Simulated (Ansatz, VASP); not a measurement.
## Two plane-wave programs on InAs

Contents of INCAR:

```
PREC     = Accurate       # precision mode
ENCUT    = 520            # plane-wave cutoff, eV
EDIFF    = 1E-7           # SCF threshold, eV
ISMEAR   = 0              # smearing method
SIGMA    = 0.15           # smearing width, eV
LREAL    = F              # projectors in reciprocal space
LASPH    = T              # aspherical terms in the spheres
NELM     = 60             # most SCF steps
ALGO     = Normal         # electronic algorithm
ISIF     = 2              # what is computed and relaxed
LWAVE    = F              # write WAVECAR
LCHARG   = F              # write CHGCAR
GGA      = PE             # functional
NBANDS   = 16             # bands
```

KPOINTS

```
regular mesh
0
Gamma
  14 14 14
```

Contents of POSCAR:

```
InAs
1.0
    0.0000000000      3.0934008768      3.0934008768
    3.0934008768      0.0000000000      3.0934008768
    3.0934008768      3.0934008768      0.0000000000
In As
1 1
Direct
    0.0000000000      0.0000000000      0.0000000000
    0.7500000000      0.7500000000      0.7500000000
```

Input for Ansatz:

```yaml
crystal:
  lattice:
    - [0.0, 3.0934008768, 3.0934008768]
    - [3.0934008768, 0.0, 3.0934008768]
    - [3.0934008768, 3.0934008768, 0.0]
  atoms:
    - { symbol: In, position: [0.0, 0.0, 0.0] }
    - { symbol: As, position: [0.75, 0.75, 0.75] }
basis:
  ecutwfc: 420
kpoints:
  mp_grid: { grid: [14, 14, 14] }
hamiltonian:
  xc: pbe
  pseudopotentials: { kind: paw, azcp: { folder: soft_1 } }
scf:
  occupations: { method: gaussian, width: 0.15 }
output:
  forces: true
  stress: true
  eigenvalues: true
```

Alike in both runs: task single point; functional PBE; k mesh 14 × 14 × 14; occupations gaussian, width 0.15 eV; no spin polarisation.

|  | VASP | Ansatz |
| --- | --- | --- |
| version | VASP 6.6.1 | Ansatz 0.2.0 |
| potentials or method | VASP PAW PBE potentials, release 64 (In_d, As), cutoff 520 eV | scalar-relativistic, plane waves, PAW |
| valence electrons in the cell | 18 | 28 |

```csv
,VASP,Ansatz,Ansatz less VASP
gap on the k mesh at the Fermi level (eV),none,none,-
pressure (GPa),0.0,0.0,-0.04
```

A gap of «none» marks a metal or a gap that the smearing closes. VASP's potentials hold 18 valence electrons a cell and Ansatz's 28, so a difference there can come from the potentials and not from the codes.
